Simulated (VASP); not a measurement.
BN: single point with LDA

The system is BN.

```xyz
4
Lattice="2.5232 0.0000 0.0000 -1.2616 2.1852 0.0000 0.0000 0.0000 4.1752" Properties=species:S:1:pos:R:3 pbc="T T T"
N     0.0000    1.4568    0.5232
N     1.2616    0.7284    2.6107
B     0.0000    1.4568    2.0863
B     1.2616    0.7284    4.1739
```

```json
{"Program": "VASP 6.6.1", "Task": "single point", "Functional": "LDA", "Potentials or basis": "VASP PAW LDA potentials, release 64 (N_h, B_h)", "Cutoff": "1330 eV", "k mesh": "12 × 12 × 6", "Occupations": "fermi-dirac, width 0.05 eV", "Spin": "no spin polarisation", "Dipole correction": "no", "Further INCAR settings": "ALGO = Normal; EDIFF = 1e-06; NBANDS = 16"}
```

The pressure is 0.6 GPa and the band gap on the k mesh is 4.91 eV (least direct gap 8.28 eV).

Levels at points of the mesh, in eV from the valence-band top:
```csv
k point,band 4,band 5,band 6,band 7,band 8,band 9,band 10,band 11,band 12,band 13
"(0.00, 0.00, 0.00)",-2.19,-2.19,-0.30,0.00,0.00,8.34,8.34,8.63,9.93,11.23
"(0.50, 0.00, 0.00)",-7.93,-7.05,-5.14,-4.60,-2.18,6.71,7.88,10.60,11.65,13.16
"(0.00, 0.00, 0.50)",-5.81,-1.21,-1.21,-1.21,-1.21,9.70,9.70,9.94,9.94,9.94
"(0.50, 0.00, 0.50)",-10.24,-3.89,-3.89,-3.67,-3.67,6.58,6.58,10.15,10.15,14.38
```

Run time: 67 s on 1 thread of Intel(R) Xeon(R) Platinum 8259CL CPU @ 2.50GHz (Skylake/Cascade Lake), on a shared host, peak memory 0.22 GiB.

A k mesh can miss the band edges.
